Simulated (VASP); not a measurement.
Wanted: the native input for a VASP 6.6.1 run.

```
Task                   : single point
Functional             : LDA
Potentials or basis    : VASP PAW LDA potentials, release 64 (Al)
Cutoff                 : 520 eV
k mesh                 : 18 × 18 × 10
Occupations            : gaussian, width 0.15 eV
Spin                   : no spin polarisation
Dipole correction      : no
Further INCAR settings : ALGO = Normal; EDIFF = 1e-06; NBANDS = 10
```

The structure of Al lies in POSCAR:

```
Al
1.0
    2.7184000000      0.0000000000      0.0000000000
   -1.3592000000      2.3542034577      0.0000000000
    0.0000000000      0.0000000000      4.8620000000
Al
2
Direct
    0.6666666667      0.3333333333      0.7500000000
    0.3333333333      0.6666666667      0.2500000000
```

This isn't the form of Al at room conditions, which is fcc.

One way to write it, as run:

INCAR

```
SYSTEM = Al
ALGO = Normal
EDIFF = 1E-6
ENCUT = 520
GGA = CA
ISIF = 2
ISMEAR = 0
LASPH = .TRUE.
LCHARG = .FALSE.
LREAL = .FALSE.
LWAVE = .FALSE.
NBANDS = 10
NELM = 100
PREC = Accurate
SIGMA = 0.15
```

KPOINTS

```
k-points
0
G
  18 18 10
  0 0 0
```

Potentials or basis: VASP PAW LDA potentials, release 64 (Al).

The run is started by

```console
$ cat potpaw_LDA.64/Al/POTCAR > POTCAR
$ mpirun -np 1 vasp_std > vasp.out
```

Results of the run:

The pressure is 3.0 GPa and the band gap on the k mesh is zero (bands 3 and 4 overlap by 6.56 eV).

Caveat: the cell stands under pressure.

Run time: 48 s on 1 thread of Intel Xeon 8259CL, on a shared host, peak memory 0.16 GiB.
